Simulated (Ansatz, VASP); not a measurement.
**Ir in VASP and in Ansatz**

Contents of INCAR:

```
PREC = Accurate
ENCUT = 500
EDIFF = 1E-6
ISMEAR = -1
SIGMA = 0.1
LREAL = F
LASPH = T
NELM = 120
ALGO = Normal
ISIF = 2
LWAVE = F
LCHARG = F
GGA = PE
NBANDS = 10
GGA_COMPAT = F
```

The input KPOINTS:

```
regular mesh
0
Gamma
  8 8 8
```

The input POSCAR:

```
Ir
1.0
    0.0000000000      1.9350000000      1.9350000000
    1.9350000000      0.0000000000      1.9350000000
    1.9350000000      1.9350000000      0.0000000000
Ir
1
Direct
    0.0000000000      0.0000000000      0.0000000000
```

Input for Ansatz:

```yaml
crystal:
  atoms:
  - position: [0.0, 0.0, 0.0]
    symbol: Ir
  lattice:
  - [0.0, 1.935, 1.935]
  - [1.935, 0.0, 1.935]
  - [1.935, 1.935, 0.0]
hamiltonian:
  dispersion: none
  pseudopotentials:
    kind: all_electron
    lapw: {basis_error: 0.025 meV}
    relativity: scalar
  xc: pbe
kpoints:
  mp_grid:
    grid: [8, 8, 8]
    shift: [0, 0, 0]
magnetization: {spin_polarized: false}
output: {forces: true, stress: true}
scf:
  convergence: {dr2_threshold: 1e-10 eV}
  lower_state_search: 'off'
  max_iter: 200
  occupations: {method: fermi_dirac, width: 0.1}
```

Alike in both runs: task single point; functional PBE; k mesh 8 × 8 × 8; occupations fermi-dirac, width 0.1 eV; no spin polarisation.

|  | VASP | Ansatz |
| --- | --- | --- |
| version | VASP 6.6.1 | Ansatz 0.2 development build |
| potentials or method | VASP PAW PBE potentials, release 64 (Ir), cutoff 500 eV | all-electron full-potential LAPW, scalar-relativistic |

|  | VASP | Ansatz | Ansatz less VASP |
| --- | --- | --- | --- |
| pressure (GPa) | 2.3 | 1.8 | -0.56 |

Ansatz ran all-electron here, and VASP with PAW potentials.

Spin-orbit coupling is off throughout.
